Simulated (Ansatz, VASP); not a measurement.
# Ti2BN3: VASP beside Ansatz

Contents of INCAR:

```
SYSTEM = Ti2BN3
  PREC = Accurate
  ENCUT = 520
  EDIFF = 1E-6
  ISMEAR = 0
  SIGMA = 0.1
  LREAL = .False.
  LASPH = .True.
  NELM = 150
  ALGO = Normal
  ISIF = 2
  LWAVE = .False.
  LCHARG = .False.
  ISPIN = 2
  MAGMOM = -1 -1 0 0 0 0
  LORBIT = 11
  LMAXMIX = 4
  GGA = PE
  NBANDS = 34
```

KPOINTS

```
regular mesh
0
Gamma
  6 6 6
  0 0 0
```

File POSCAR:

```
Ti2BN3
1.0
    4.9051563800      0.0000000000      0.0000000000
   -2.4525781900      4.2479900300      0.0000000000
    0.0000000000      0.0000000000      2.9630827500
Ti B N
2 1 3
Direct
    0.3333333300      0.6666666700      0.0000000000
    0.6666666700      0.3333333300      0.0000000000
    0.0000000000      0.0000000000      0.0000000000
    0.5000000000      0.0000000000      0.5000000000
    0.5000000000      0.5000000000      0.5000000000
    0.0000000000      0.5000000000      0.5000000000
```

Input for Ansatz:

```yaml
crystal:
  lattice:
    - [4.90515638, 0.0, 0.0]
    - [-2.45257819, 4.24799003, 0.0]
    - [0.0, 0.0, 2.96308275]
  atoms:
    - { symbol: Ti, position: [0.33333333, 0.66666667, 0.0], spin: -1.0 }
    - { symbol: Ti, position: [0.66666667, 0.33333333, 0.0], spin: -1.0 }
    - { symbol: B, position: [0.0, 0.0, 0.0] }
    - { symbol: "N", position: [0.5, 0.0, 0.5] }
    - { symbol: "N", position: [0.5, 0.5, 0.5] }
    - { symbol: "N", position: [0.0, 0.5, 0.5] }
basis:
  ecutwfc: 420
kpoints:
  mp_grid: { grid: [6, 6, 6] }
hamiltonian:
  xc: pbe
scf:
  occupations: { method: gaussian, width: 0.1 }
  lower_state_search: "off"
output:
  forces: true
  stress: true
  eigenvalues: true
  populations: true
magnetization:
  spin_polarized: true
```

Change from the starting cell: species swapped into the ErCo3B2 type (P6/mmm, No. 191).

Alike in both runs: task single point; functional PBE; k mesh 6 × 6 × 6; occupations gaussian, width 0.1 eV; collinear spin.

```csv
,VASP,Ansatz
version,VASP 6.6.1,Ansatz 0.2.0
potentials or method,"VASP PAW PBE potentials, release 64 (Ti_sv, B, N), cutoff 520 eV","scalar-relativistic, plane waves, PAW"
valence electrons in the cell,42,42
```

|  | VASP | Ansatz | Ansatz less VASP |
| --- | --- | --- | --- |
| gap on the k mesh at the Fermi level (eV) | none | none | - |
| pressure (GPa) | 2.4 | 2.0 | -0.31 |
| traceless stress, the component that is largest in VASP (GPa) | -29.72 | -30.03 | -0.310 |
| net moment per atom (μB) | 0.00 | 0.00 | 0.000 |

A gap of «none» marks a metal or a gap that the smearing closes. Ansatz's warnings: seeded moment not kept.
